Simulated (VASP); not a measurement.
Set up this calculation in VASP 6.6.1, as the native input.

* Task: single point
* Functional: PBE
* Potentials or basis: VASP PAW PBE potentials, release 64 (Si, N)
* Cutoff: 520 eV
* k mesh: 6 × 6 × 6
* Occupations: gaussian, width 0.1 eV
* Spin: collinear spin, ferromagnetic start
* Starting moments: [0.0, 0.0, 1.0] μB
* Dipole correction: no
* Further INCAR settings: ALGO = Normal; EDIFF = 1e-06; NBANDS = 18

The structure of Si2N lies in POSCAR:

```
Si2N
1.0
    4.0785652900      0.0000000000      0.0000000000
   -2.0392826500      3.5321411500      0.0000000000
    0.0000000000      0.0000000000      2.8377062800
Si N
2 1
Direct
    0.3333333300      0.6666666700      0.5000000000
    0.6666666700      0.3333333300      0.5000000000
    0.0000000000      0.0000000000      0.0000000000
```

The input as run:

INCAR

```
SYSTEM = Si2N
  PREC = Accurate
  ENCUT = 520
  EDIFF = 1E-6
  ISMEAR = 0
  SIGMA = 0.1
  LREAL = .FALSE.
  LASPH = .TRUE.
  NELM = 150
  ALGO = Normal
  ISIF = 2
  LWAVE = .FALSE.
  LCHARG = .FALSE.
  ISPIN = 2
  MAGMOM = 0 0 1
  LORBIT = 11
  GGA = PE
  NBANDS = 18
```

KPOINTS

```
regular mesh
0
G
  6 6 6
  0 0 0
```

Potentials or basis: VASP PAW PBE potentials, release 64 (Si, N).

Run with:

```bash
$ cat potpaw_PBE.64/Si/POTCAR potpaw_PBE.64/N/POTCAR > POTCAR
$ mpirun -np 1 vasp_std > vasp.out
```

It gave:

* Pressure: -5.8 GPa
* Net moment: 0.73 μB per cell
* Site moments: Si +0.02; N +0.49 μB
* Valence electrons inside the program's atomic spheres: Si 1.56; N 3.37

Caveat: the k points lie up to 0.37 Å⁻¹ apart.

It took 21 s on 1 thread of Intel(R) Xeon(R) 6975P-C (Granite Rapids), with other jobs on the host, peak memory 0.18 GiB.
